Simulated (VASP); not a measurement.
## Y: single point with r2SCAN

Crystal: Y.

```
Y
1.0
     3.25506    0.00000    0.00000
     0.00000    3.25506    0.00000
     0.00000    0.00000    3.25506
Y
1
Direct
  0.00000 0.00000 0.00000
```

```json
{
 "Program": "VASP 6.6.1",
 "Task": "single point",
 "Functional": "r2SCAN",
 "Potentials or basis": "VASP PAW PBE potentials, release 64 (Y_sv)",
 "Cutoff": "520 eV",
 "k mesh": "8 × 8 × 8",
 "Occupations": "fermi-dirac, width 0.1 eV",
 "Spin": "no spin polarisation"
}
```

```yaml
Pressure: 0.0 GPa
```

Levels at points of the mesh, in eV from the Fermi level:
```
           k point  band 3  band 4  band 5  band 6  band 7  band 8  band 9  band 10
(0.00, 0.00, 0.00)  -23.66  -23.66   -4.81   -0.60   -0.60    5.47    5.47     5.47
(0.50, 0.00, 0.00)  -23.59  -23.59   -1.79   -0.33    0.17    2.90    2.90     5.73
(0.50, 0.50, 0.00)  -24.28  -23.53   -2.10    0.28    3.48    3.48    3.55     3.55
(0.50, 0.50, 0.50)  -24.18  -24.18   -0.69   -0.69   -0.69    5.63    7.09     7.09
```

Wall time 35 s on 1 thread of Intel(R) Xeon(R) Platinum 8259CL CPU @ 2.50GHz (Skylake/Cascade Lake), on a shared host, peak memory 0.16 GiB.

Caveat: the PAW data sets were made with another functional, which shifts forces and pressure a little.
